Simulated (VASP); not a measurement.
# SrO (Fm-3m) in VASP: a series of runs

Aim: see how the results for SrO move with the level of theory and the settings. Levels: LDA, PBEsol, PBE, r2SCAN. Tasks: single point.

All numbers are computed with VASP 6.6.1; they aren't measurements. Logs are shortened: lines on timing, memory, paths and dates and some standing lists are left out, and cuts for length are marked.

## 1. The cell of the first run

Symmetry: Fm-3m, No. 225, cubic system. The conventional cell has a = 5.065 Å, b = 5.065 Å, c = 5.065 Å, α = 90.00°, β = 90.00°, γ = 90.00°. Sr (site symmetry m-3m) has 6 O at 2.53 Å within 3.3 Å. O (site symmetry m-3m) has 6 Sr at 2.53 Å within 3.3 Å.

## 2. Single point, LDA

The input, INCAR:

```
SYSTEM = SrO
  ALGO = Normal
  EDIFF = 1E-6
  ENCUT = 520
  GGA = CA
  ISIF = 2
  ISMEAR = -1
  LASPH = .True.
  LCHARG = .False.
  LREAL = .False.
  LWAVE = .False.
  NBANDS = 15
  NELM = 80
  PREC = Accurate
  SIGMA = 0.02
```

The input, KPOINTS:

```
k-points
0
Gamma
  10 10 10
  0 0 0
```

The input, POSCAR:

```
SrO
1.0
    0.0000000000      2.5323393648      2.5323393648
    2.5323393648      0.0000000000      2.5323393648
    2.5323393648      2.5323393648      0.0000000000
Sr O
1 1
Direct
    0.5000000000      0.5000000000      0.5000000000
    0.0000000000      0.0000000000      0.0000000000
```

Potentials or basis: VASP PAW LDA potentials, release 64 (Sr_sv, O).

Launch:

```console
cat potpaw_LDA.64/Sr_sv/POTCAR potpaw_LDA.64/O/POTCAR > POTCAR
mpirun -np 1 vasp_std > vasp.out
```

OUTCAR:

```text
SYSTEM = SrO
   EDIFF = 1E-6
   ENCUT = 520
   GGA = CA
   ISIF = 2
   ISMEAR = -1
   LASPH = .True.
   LREAL = .False.
   NELM = 80
   PREC = Accurate

 ion  position               nearest neighbor table
   1  0.500  0.500  0.500-   2 2.53   2 2.53   2 2.53   2 2.53   2 2.53   2 2.53
   2  0.000  0.000  0.000-   1 2.53   1 2.53   1 2.53   1 2.53   1 2.53   1 2.53

  LATTYP: Found a face centered cubic cell.
 ALAT       =     5.0646787296

  Lattice vectors:

 A1 = (   0.0000000000,   2.5323393648,   2.5323393648)
 A2 = (   2.5323393648,   0.0000000000,   2.5323393648)
 A3 = (   2.5323393648,   2.5323393648,   0.0000000000)

Analysis of symmetry for initial positions (statically):
=====================================================================
 Subroutine PRICEL returns:
 Original cell was already a primitive cell.

 Routine SETGRP: Setting up the symmetry group for a
 face centered cubic supercell.

 Subroutine GETGRP returns: Found 48 space group operations
 (whereof 48 operations were pure point group operations)
 out of a pool of 48 trial point group operations.

The static configuration has the point symmetry O_h .

Analysis of symmetry for dynamics (positions and initial velocities):
=====================================================================
 Subroutine PRICEL returns:
 Original cell was already a primitive cell.

 Routine SETGRP: Setting up the symmetry group for a
 face centered cubic supercell.

 Subroutine GETGRP returns: Found 48 space group operations
 (whereof 48 operations were pure point group operations)
 out of a pool of 48 trial point group operations.

The dynamic configuration has the point symmetry O_h .

 Subroutine INISYM returns: Found 48 space group operations
 (whereof 48 operations are pure point group operations),
 and found     1 'primitive' translations

----------------------------------------------------------------------------------------

                                     Primitive cell

  volume of cell :      32.4785

  direct lattice vectors                    reciprocal lattice vectors
     0.000000000  2.532339365  2.532339365    -0.197445890  0.197445890  0.197445890
     2.532339365  0.000000000  2.532339365     0.197445890 -0.197445890  0.197445890
     2.532339365  2.532339365  0.000000000     0.197445890  0.197445890 -0.197445890

  length of vectors
     3.581268674  3.581268674  3.581268674     0.341986313  0.341986313  0.341986313

  position of ions in fractional coordinates (direct lattice)
     0.500000000  0.500000000  0.500000000
     0.000000000  0.000000000  0.000000000

  ion indices of the primitive-cell ions
   primitive index   ion index
                 1           1
                 2           2

----------------------------------------------------------------------------------------

 KPOINTS: k-points

Automatic generation of k-mesh.
 Grid dimensions read from file:
 generate k-points for:   10   10   10

 Generating k-lattice:

  Cartesian coordinates                     Fractional coordinates (reciprocal lattice)
    -0.019744589  0.019744589  0.019744589     0.100000000  0.000000000  0.000000000
     0.019744589 -0.019744589  0.019744589     0.000000000  0.100000000  0.000000000
     0.019744589  0.019744589 -0.019744589     0.000000000  0.000000000  0.100000000

  Length of vectors
     0.034198631  0.034198631  0.034198631

  Shift w.r.t. Gamma in fractional coordinates (k-lattice)
     0.000000000  0.000000000  0.000000000

 Subroutine IBZKPT returns following result:
 ===========================================

 Found     47 irreducible k-points:

 Following reciprocal coordinates:
            Coordinates               Weight
  0.000000  0.000000  0.000000      1.000000
  0.100000  0.000000  0.000000      8.000000
  0.200000  0.000000  0.000000      8.000000
  0.300000  0.000000  0.000000      8.000000
  0.400000  0.000000  0.000000      8.000000
  0.500000  0.000000  0.000000      4.000000
[... 16 lines left out ...]
  0.300000  0.300000  0.000000      6.000000
  0.400000  0.300000  0.000000     24.000000
 [... further k-points ...]
   k-points           NKPTS =     47   k-points in BZ     NKDIM =     47   number of bands    NBANDS=     15
   number of dos      NEDOS =    301   number of ions     NIONS =      2
   total plane-waves  NPLWV =  21952
   dimension x,y,z NGX =    28 NGY =   28 NGZ =   28
   dimension x,y,z NGXF=    56 NGYF=   56 NGZF=   56
   ions per type =               1   1
   NGX,Y,Z   is equivalent  to a cutoff of  13.00, 13.00, 13.00 a.u.
   NGXF,Y,Z  is equivalent  to a cutoff of  26.00, 26.00, 26.00 a.u.
 SYSTEM =  SrO
   PREC   = accura    normal or accurate (medium, high low for compatibility)
   ISTART =      0    job   : 0-new  1-cont  2-samecut
   ICHARG =      2    charge: 1-file 2-atom 10-const
   ISPIN  =      1    spin polarized calculation?
   LNONCOLLINEAR =      F non collinear calculations
   LSORBIT =      F    spin-orbit coupling
   LASPH  =      T    aspherical Exc in radial PAW
   ENCUT  =  520.0 eV  38.22 Ry    6.18 a.u.   6.66  6.66  6.66*2*pi/ulx,y,z
   NELM   =     80;   NELMIN=  2; NELMDL= -5     # of ELM steps
   EDIFF  = 0.1E-05   stopping-criterion for ELM
   LREAL  =      F    real-space projection
   EDIFFG = 0.1E-04   stopping-criterion for IOM
   NSW    =      0    number of steps for IOM
   IBRION =     -1    ionic relax: 0-MD 1-quasi-New 2-CG
   NFREE  =      0    steps in history (QN), initial steepest desc. (CG)
   ISIF   =      2    stress and relaxation
   ISYM   =      2    0-nonsym 1-usesym 2-fastsym
   POTIM  = 0.5000    time-step for ionic-motion
   TEBEG  =    0.0;   TEEND  =   0.0 temperature during run
   PSTRESS=    0.0 pullay stress
   NELECT =      16.0000    total number of electrons
   NUPDOWN=      -1.0000    fix difference up-down
   EMIN   =  10.00;   EMAX   =-10.00  energy-range for DOS
   EFERMI =   0.00;   METHOD = LEGACY
   ISMEAR =    -1;   SIGMA  =   0.02  broadening in eV -4-tet -1-fermi 0-gaus
   EFERMI_NEDOS =   21; number of points for ismear=-14 and -15
   IALGO  =     38    algorithm
   IMIX   =      4    mixing-type and parameters
     AMIX     =   0.40;   BMIX     =  1.00
     AMIX_MAG =   1.60;   BMIX_MAG =  1.00
  volume/ion in A,a.u.               =      16.24       109.59
  Fermi-wavevector in a.u.,A,eV,Ry     =   1.292954  2.443328 22.745252  1.671729
  Thomas-Fermi vector in A             =   2.424629
   LORBIT       =      0    0 simple, 1 ext, 2 COOP (PROOUT), +10 PAW based schemes
   GGA     = CA    functional components
   LHFCALC =     F    Hartree Fock is set to
   AEXX    =    0.0000 exact exchange contribution
   IVDW    =     0    specifies the selected vdW correction
   LEPSILON=     F    determine dielectric tensor
   LRPA    =     F    only Hartree local field effects (RPA)
 non-spin polarized calculation
  energy-cutoff  :      520.00
  volume of cell :       32.48
 maximum number of plane-waves:       893
   NGX = 13   NGY = 13   NGZ = 13

 number of electron      15.9999995 magnetization

 Free energy of the ion-electron system (eV)
  ---------------------------------------------------
  ext. energy  EPLUGINS =         0.00000000
  ---------------------------------------------------
  free energy    TOTEN  =       -13.38679419 eV

  energy without entropy =      -13.38679419  energy(sigma->0) =      -13.38679419

 E-fermi :   2.0629     XC(G=0): -10.7425

 val. band max:        1.5705791138   @ k =   0.0000   0.0000   0.0000
 cond. band min:       4.6307474704   @ k =   0.5000   0.5000   0.0000
 fundamental gap:      3.0601683565
 Fermi energy:         2.0629384629

 k-point     1 :       0.0000    0.0000    0.0000
  band No.  band energies     occupation
      1     -30.3663      2.00000
      2     -13.2479      2.00000
      3     -12.0391      2.00000
      4     -12.0391      2.00000
      5     -12.0391      2.00000
      6       1.5706      2.00000
      7       1.5706      2.00000
      8       1.5706      2.00000
      9       5.7009      0.00000
     10       7.7678      0.00000
     11       7.7678      0.00000
     12       7.7678      0.00000
     13      10.0987      0.00000
     14      10.0987      0.00000
     15      14.2178      0.00000

 k-point     2 :       0.1000    0.0000    0.0000
  band No.  band energies     occupation
      1     -30.3497      2.00000
      2     -13.5360      2.00000
      3     -12.0484      2.00000
      4     -12.0484      2.00000
      5     -11.7894      2.00000
      6       1.2419      2.00000
      7       1.4253      2.00000
      8       1.4253      2.00000
      9       6.1845      0.00000
     10       7.6489      0.00000
     11       7.9789      0.00000
     12       7.9789      0.00000
     13      10.3897      0.00000
     14      10.3897      0.00000
     15      14.9265      0.00000

 k-point     3 :       0.2000    0.0000    0.0000
  band No.  band energies     occupation
      1     -30.3060      2.00000
      2     -14.0549      2.00000
      3     -12.0723      2.00000
      4     -12.0723      2.00000
      5     -11.3712      2.00000
      6       0.5544      2.00000
      7       1.0769      2.00000
      8       1.0769      2.00000
      9       7.3065      0.00000
     10       7.5496      0.00000
     11       8.5769      0.00000
     12       8.5769      0.00000
     13      11.1571      0.00000
     14      11.1571      0.00000
     15      16.6240      0.00000

 k-point     4 :       0.3000    0.0000    0.0000
  band No.  band energies     occupation
      1     -30.2511      2.00000
      2     -14.5304      2.00000
      3     -12.1013      2.00000
      4     -12.1013      2.00000
      5     -11.0205      2.00000
      6      -0.1229      2.00000
      7       0.6956      2.00000
      8       0.6956      2.00000
      9       7.6849      0.00000
     10       8.6528      0.00000
     11       9.4370      0.00000
     12       9.4370      0.00000
     13      12.1875      0.00000
     14      12.1875      0.00000
     15      17.9413      0.00000
[... 307 lines left out ...]
 k-point    22 :      -0.2000    0.2000    0.0000
  band No.  band energies     occupation
      1     -30.2331      2.00000
      2     -14.4556      2.00000
      3     -12.3905      2.00000
      4     -12.0791      2.00000
      5     -11.0525      2.00000
      6      -0.1399      2.00000
      7       0.5203      2.00000
      8       1.2274      2.00000
      9       7.3905      0.00000
     10       8.3980      0.00000
     11       9.2152      0.00000
     12      10.2523      0.00000
     13      12.4305      0.00000
     14      12.6894      0.00000
     15      17.9387      0.00000

 k-point    23 :       0.3000    0.3000    0.0000
  band No.  band energies     occupation
      1     -30.2162      2.00000
      2     -14.0962      2.00000
      3     -12.3323      2.00000
      4     -12.3323      2.00000
      5     -11.6870      2.00000
      6       0.2608      2.00000
      7       1.4422      2.00000
      8       1.4422      2.00000
      9       5.3988      0.00000
     10       8.2654      0.00000
     11      11.0360      0.00000
     12      11.0360      0.00000
     13      11.2508      0.00000
     14      12.4767      0.00000
     15      19.7642      0.00000

 k-point    24 :       0.4000    0.3000    0.0000
  band No.  band energies     occupation
      1     -30.1818      2.00000
      2     -14.1108      2.00000
      3     -12.4629      2.00000
      4     -12.3753      2.00000
      5     -11.8261      2.00000
      6       0.4978      2.00000
      7       1.2666      2.00000
      8       1.3485      2.00000
      9       5.3526      0.00000
     10       8.9825      0.00000
     11      11.3544      0.00000
     12      11.5311      0.00000
     13      12.0382      0.00000
     14      12.9353      0.00000
     15      17.5018      0.00000

 [... further k-points ...]

------------------------ aborting loop because EDIFF is reached ----------------------------------------

  FORCE on cell =-STRESS in cart. coord.  units (eV):
  Direction    XX          YY          ZZ          XY          YZ          ZX
  --------------------------------------------------------------------------------------
  -------------------------------------------------------------------------------------
  Total        0.1661865      0.1661865      0.1661865      0.0000000      0.0000000      0.0000000
  in kB        8.1980493      8.1980493      8.1980493      0.0000000      0.0000000      0.0000000
  external PRESSURE =       8.1980493 kB  Pullay stress =       0.0000000 kB

 VOLUME and BASIS-vectors are now :
 -----------------------------------------------------------------------------
  energy-cutoff  :      520.00
  volume of cell :       32.48
      direct lattice vectors                 reciprocal lattice vectors
     0.000000000  2.532339365  2.532339365    -0.197445890  0.197445890  0.197445890
     2.532339365  0.000000000  2.532339365     0.197445890 -0.197445890  0.197445890
     2.532339365  2.532339365  0.000000000     0.197445890  0.197445890 -0.197445890

 POSITION                                       TOTAL-FORCE (eV/Angst)
 -----------------------------------------------------------------------------------
      2.53234      2.53234      2.53234        -0.000000     -0.000000      0.000000
      0.00000      0.00000      0.00000         0.000000      0.000000     -0.000000
 -----------------------------------------------------------------------------------
    total drift:                                0.000000      0.000000      0.000000

  FREE ENERGIE OF THE ION-ELECTRON SYSTEM (eV)
  ---------------------------------------------------
  free  energy   TOTEN  =       -13.3867941885 eV

  energy  without entropy=      -13.3867941885  energy(sigma->0) =      -13.38679419
```

Wall time 26 s (1 thread of AMD EPYC 7R13, shared host); peak memory 0.13 GiB.

What came out:

```
Free energy            : -13.3868 eV
Pressure               : 0.8 GPa
Band gap on the k mesh : 3.06 eV (least direct gap 3.11 eV)
```

Levels at points of the mesh, in eV from the valence-band top:
| k point | band 5 | band 6 | band 7 | band 8 | band 9 | band 10 | band 11 | band 12 |
| --- | --- | --- | --- | --- | --- | --- | --- | --- |
| (0.00, 0.00, 0.00) | -13.61 | 0.00 | 0.00 | 0.00 | 4.13 | 6.20 | 6.20 | 6.20 |
| (0.50, 0.00, 0.00) | -12.29 | -2.33 | -1.25 | -1.25 | 6.64 | 8.63 | 9.06 | 9.06 |
| (0.50, 0.50, 0.00) | -14.05 | -0.34 | -0.05 | -0.05 | 3.06 | 8.11 | 10.49 | 10.58 |

A k mesh can miss the band edges.

## 3. Single point, PBEsol

This run uses another cell than the first one, of 16.81 Å³/atom.

The input, INCAR:

```
  PREC = Accurate
  ENCUT = 520
  EDIFF = 1E-7
  ISMEAR = -1
  SIGMA = 0.02
  LREAL = F
  LASPH = T
  NELM = 80
  ALGO = Normal
  ISIF = 2
  LWAVE = F
  LCHARG = F
  GGA = PS
  NBANDS = 15
```

The input, KPOINTS:

```
Automatic mesh
0
Gamma
  10 10 10
```

The input, POSCAR:

```
SrO
1.0
    0.0000000000      2.5615055282      2.5615055282
    2.5615055282      0.0000000000      2.5615055282
    2.5615055282      2.5615055282      0.0000000000
Sr O
1 1
Direct
    0.5000000000      0.5000000000      0.5000000000
    0.0000000000      0.0000000000      0.0000000000
```

Potentials or basis: VASP PAW PBE potentials, release 64 (Sr_sv, O).

Launch:

```console
cat potpaw_PBE.64/Sr_sv/POTCAR potpaw_PBE.64/O/POTCAR > POTCAR
mpirun -np 1 vasp_std > vasp.out
```

Run time: 35 s. Hardware: 1 thread of AMD EPYC 7R13, shared host; peak memory 0.14 GiB.

The run converged. Its results:

```yaml
Free_energy: -12.6392 eV
Pressure: 0.6 GPa
Band_gap_on_the_k_mesh: 3.15 eV (least direct gap 3.23 eV)
```

Levels at points of the mesh, in eV from the valence-band top:
| k point | band 4 | band 5 | band 6 | band 7 | band 8 | band 9 | band 10 | band 11 | band 12 | band 13 |
| --- | --- | --- | --- | --- | --- | --- | --- | --- | --- | --- |
| (0.00, 0.00, 0.00) | -13.84 | -13.84 | 0.00 | 0.00 | 0.00 | 3.90 | 6.19 | 6.19 | 6.19 | 8.41 |
| (0.50, 0.00, 0.00) | -13.93 | -12.65 | -2.25 | -1.18 | -1.18 | 6.54 | 8.38 | 8.91 | 8.91 | 12.07 |
| (0.50, 0.50, 0.00) | -14.23 | -14.23 | -0.42 | -0.08 | -0.08 | 3.15 | 7.85 | 10.27 | 10.32 | 11.25 |

Caveat: the PAW data sets were made with another functional, which shifts forces and pressure a little. Expect the measured gap to be larger: semilocal functionals such as PBEsol lack the derivative discontinuity.

## 4. Single point, PBE

This run uses another cell than the first one, of 17.53 Å³/atom.

The input, INCAR:

```
SYSTEM = SrO
PREC = Accurate
ENCUT = 520
EDIFF = 1E-6
ISMEAR = -1
SIGMA = 0.02
LREAL = .FALSE.
LASPH = .TRUE.
NELM = 80
ALGO = Normal
ISIF = 2
LWAVE = .FALSE.
LCHARG = .FALSE.
GGA = PE
NBANDS = 15
```

The input, KPOINTS:

```
regular mesh
0
G
  10 10 10
  0 0 0
```

The input, POSCAR:

```
SrO
1.0
    0.0000000000      2.5975450665      2.5975450665
    2.5975450665      0.0000000000      2.5975450665
    2.5975450665      2.5975450665      0.0000000000
Sr O
1 1
Direct
    0.5000000000      0.5000000000      0.5000000000
    0.0000000000      0.0000000000      0.0000000000
```

Launch:

```console
cat potpaw_PBE.64/Sr_sv/POTCAR potpaw_PBE.64/O/POTCAR > POTCAR
mpirun -np 1 vasp_std > vasp.out
```

Wall time 32 s (1 thread of AMD EPYC 7R13, shared host); peak memory 0.14 GiB.

It converged, with:

* Free energy: -12.0547 eV
* Pressure: 0.5 GPa
* Band gap on the k mesh: 3.28 eV (least direct gap 3.39 eV)

Levels at points of the mesh, in eV from the valence-band top:
| k point | band 5 | band 6 | band 7 | band 8 | band 9 | band 10 | band 11 | band 12 |
| --- | --- | --- | --- | --- | --- | --- | --- | --- |
| (0.00, 0.00, 0.00) | -14.17 | 0.00 | 0.00 | 0.00 | 3.77 | 6.14 | 6.14 | 6.14 |
| (0.50, 0.00, 0.00) | -12.99 | -2.11 | -1.08 | -1.08 | 6.42 | 8.21 | 8.67 | 8.67 |
| (0.50, 0.50, 0.00) | -14.50 | -0.48 | -0.11 | -0.11 | 3.28 | 7.57 | 9.97 | 10.11 |

(Part 1 of 2 ends here.)
